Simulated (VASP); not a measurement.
A run of VASP 6.6.1 is set up as follows.

INCAR

```
SYSTEM = Rb
PREC     = Accurate       ! precision mode
ENCUT    = 520            ! plane-wave cutoff, eV
EDIFF    = 1E-7           ! SCF threshold, eV
ISMEAR   = -1             ! smearing method
SIGMA    = 0.1            ! smearing width, eV
LREAL    = .False.        ! projectors in reciprocal space
LASPH    = .True.         ! aspherical terms in the spheres
NELM     = 80             ! most SCF steps
ALGO     = Normal         ! electronic algorithm
ISIF     = 2              ! what is computed and relaxed
LWAVE    = .False.        ! write WAVECAR
LCHARG   = .True.         ! write CHGCAR
GGA      = B5             ! functional
ALDAX    = 1.0          
AGGAX    = 1.0          
AGGAC    = 1.0          
ALDAC    = 0.0          
LELF     = .True.         ! ELF
LVHAR    = .True.       
NBANDS   = 16             ! bands
```

KPOINTS

```
Automatic mesh
0
Gamma
  6 6 6
  0 0 0
```

Contents of POSCAR:

```
Rb
1.0
    0.0000000000      5.4444310594      5.4444310594
    5.4444310594      0.0000000000      5.4444310594
    5.4444310594      5.4444310594      0.0000000000
Rb
2
Direct
    0.1250000000      0.1250000000      0.1250000000
    0.8750000000      0.8750000000      0.8750000000
```

Potentials or basis: VASP PAW PBE potentials, release 64 (Rb_sv).

Command:

```bash
$ cat potpaw_PBE.64/Rb_sv/POTCAR > POTCAR
$ mpirun -np 1 vasp_std > vasp.out
```

(1) Estimate the band gap on the k mesh.

(2) What does it give for the pressure?

Results:

(1) zero (bands 9 and 10 overlap by 0.04 eV).

(2) 0.0 GPa.

Caveat: the PAW data sets were made with another functional, which shifts forces and pressure a little.
